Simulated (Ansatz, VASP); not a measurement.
# Ru in VASP and in Ansatz

```
Ru
1.0
     2.74764    0.00000    0.00000
    -1.37382    2.37952    0.00000
     0.00000    0.00000    4.33343
Ru
2
Direct
  0.33333 0.66667 0.25000
  0.66667 0.33333 0.75000
```

Alike in both runs: functional PBE; k mesh 17 × 17 × 10; occupations fermi-dirac, width 0.05 eV; no spin polarisation.

Ansatz relaxed the structure, and its values are those at the end. VASP's run is a single point on that final structure, the one shown.

|  | VASP | Ansatz |
| --- | --- | --- |
| version | VASP 6.6.1 | Ansatz 0.2.0 |
| potentials or method | VASP PAW PBE potentials, release 64 (Ru_pv), cutoff 520 eV | all-electron LAPW, non-relativistic |

Ansatz gave:

```
pressure (GPa) : 0.0
```

Question: What did VASP give for the same quantities?

Answer: Pressure (GPa): -8.4.

One of these differences is far larger than is usual between the two programs; its cause wasn't traced. Ansatz ran all-electron here, and VASP with PAW potentials.
